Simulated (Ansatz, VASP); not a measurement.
SnW3: VASP beside Ansatz

The input INCAR:

```
SYSTEM = SnW3
PREC = Accurate
ENCUT = 500
EDIFF = 1E-7
ISMEAR = 0
SIGMA = 0.1
LREAL = .False.
LASPH = .True.
NELM = 120
ALGO = Normal
ISIF = 3
LWAVE = .False.
LCHARG = .False.
GGA = PE
IBRION = 2
NSW = 90
EDIFFG = -0.04
GGA_COMPAT = .False.
NELMIN = 4
```

The input KPOINTS:

```
regular mesh
0
Gamma
  4 4 4
  0 0 0
```

POSCAR

```
SnW3
1.0
    4.1619211357      0.0000000000      0.0000000000
    0.0000000000      4.1619211357      0.0000000000
    0.0000000000      0.0000000000      4.1619211357
Sn W
1 3
Direct
    0.0000000000      0.0000000000      0.0000000000
    0.0000000000      0.5000000000      0.5000000000
    0.5000000000      0.0000000000      0.5000000000
    0.5000000000      0.5000000000      0.0000000000
```

Input for Ansatz:

```yaml
crystal:
  lattice:
    - [4.1619211357, 0.0, 0.0]
    - [0.0, 4.1619211357, 0.0]
    - [0.0, 0.0, 4.1619211357]
  atoms:
    - { symbol: Sn, position: [0.0, 0.0, 0.0] }
    - { symbol: W, position: [0.0, 0.5, 0.5] }
    - { symbol: W, position: [0.5, 0.0, 0.5] }
    - { symbol: W, position: [0.5, 0.5, 0.0] }
basis:
  ecutwfc: 420
kpoints:
  mp_grid: { grid: [4, 4, 4] }
hamiltonian:
  xc: pbe
scf:
  occupations: { method: gaussian, width: 0.1 }
  lower_state_search: "off"
output:
  forces: true
  stress: true
  eigenvalues: true
relax:
  adjacent_minimum: "off"
  f_tol: 0.04
  max_steps: 70
  cell: { stress_tol: 0.4 }
```

Alike in both runs: task relaxation of cell and atoms; functional PBE; k mesh 4 × 4 × 4; occupations gaussian, width 0.1 eV; no spin polarisation.

```csv
,VASP,Ansatz
version,VASP 6.6.1,Ansatz 0.2.0
potentials or method,"VASP PAW PBE potentials, release 64 (Sn_d, W_sv), cutoff 500 eV","scalar-relativistic, plane waves, PAW"
valence electrons in the cell,56,56
```

VASP gave:

| Quantity | Value |
| --- | --- |
| gap on the k mesh at the Fermi level, each at its own relaxed structure (eV) | none |
| relaxed volume (Å³/atom) | 17.12 |
| relaxed length of the cell vector where the two differ most in proportion (Å) | 4.091 |

**Question.** What did Ansatz give for the same quantities?

**Answer.** gap on the k mesh at the Fermi level, each at its own relaxed structure (eV): none; relaxed volume (Å³/atom): 17.10; relaxed length of the cell vector where the two differ most in proportion (Å): 4.090.

A gap of «none» marks a metal or a gap that the smearing closes.

The k mesh is coarse, so the values compare programs but aren't converged. Neither program's run includes spin-orbit coupling.
